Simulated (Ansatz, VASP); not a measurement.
**Cd4Te: VASP beside Ansatz**

Contents of INCAR:

```
SYSTEM = Cd4Te
PREC     = Accurate       ! precision mode
ENCUT    = 520            ! plane-wave cutoff, eV
EDIFF    = 1E-7           ! SCF threshold, eV
ISMEAR   = 0              ! smearing method
SIGMA    = 0.1            ! smearing width, eV
LREAL    = .False.        ! projectors in reciprocal space
LASPH    = .True.         ! aspherical terms in the spheres
NELM     = 60             ! most SCF steps
ALGO     = Fast           ! electronic algorithm
ISIF     = 2              ! what is computed and relaxed
LWAVE    = .False.        ! write WAVECAR
LCHARG   = .False.        ! write CHGCAR
GGA      = PE             ! functional
NBANDS   = 35             ! bands
```

File KPOINTS:

```
regular mesh
0
Gamma
  4 4 4
  0 0 0
```

Contents of POSCAR:

```
Cd4Te
1.0
   -3.5842671400      3.5842671400      2.2345780300
    3.5842671400     -3.5842671400      2.2345780300
    3.5842671400      3.5842671400     -2.2345780300
Cd Te
4 1
Direct
    0.4000000100      0.2000000100      0.6000000200
    0.2000000100      0.5999999900      0.8000000000
    0.5999999900      0.7999999900      0.3999999800
    0.7999999900      0.4000000100      0.2000000000
    0.0000000000      0.0000000000      0.0000000000
```

Input for Ansatz:

```yaml
crystal:
  lattice:
    - [-3.58426714, 3.58426714, 2.23457803]
    - [3.58426714, -3.58426714, 2.23457803]
    - [3.58426714, 3.58426714, -2.23457803]
  atoms:
    - { symbol: Cd, position: [0.40000001, 0.20000001, 0.60000002] }
    - { symbol: Cd, position: [0.20000001, 0.59999999, 0.8] }
    - { symbol: Cd, position: [0.59999999, 0.79999999, 0.39999998] }
    - { symbol: Cd, position: [0.79999999, 0.40000001, 0.2] }
    - { symbol: Te, position: [0.0, 0.0, 0.0] }
basis:
  ecutwfc: 420
kpoints:
  mp_grid: { grid: [4, 4, 4] }
hamiltonian:
  xc: pbe
scf:
  occupations: { method: gaussian, width: 0.1 }
  lower_state_search: "off"
output:
  forces: true
  stress: true
  eigenvalues: true
```

Change from the starting cell: species swapped into the LuAg4 type (I4/m, No. 87).

Alike in both runs: task single point; functional PBE; k mesh 4 × 4 × 4; occupations gaussian, width 0.1 eV; no spin polarisation.

```csv
,VASP,Ansatz
version,VASP 6.6.1,Ansatz 0.2.0
potentials or method,"VASP PAW PBE potentials, release 64 (Cd, Te), cutoff 520 eV","scalar-relativistic, plane waves, PAW"
valence electrons in the cell,54,96
```

```csv
,VASP,Ansatz,Ansatz less VASP
gap on the k mesh at the Fermi level (eV),none,none,-
pressure (GPa),5.1,4.8,-0.25
"traceless stress, the component that is largest in VASP (GPa)",-1.44,-1.41,+0.024
rms of the force components (eV/Å),0.141,0.140,-0.0003
```

Atom by atom the forces differ by 0.000 eV/Å (rms over components). A gap of «none» marks a metal or a gap that the smearing closes. VASP's potentials hold 54 valence electrons a cell and Ansatz's 96, so a difference there can come from the potentials and not from the codes.

The k mesh is coarse, so the values compare programs but aren't converged. Spin-orbit coupling is off throughout.
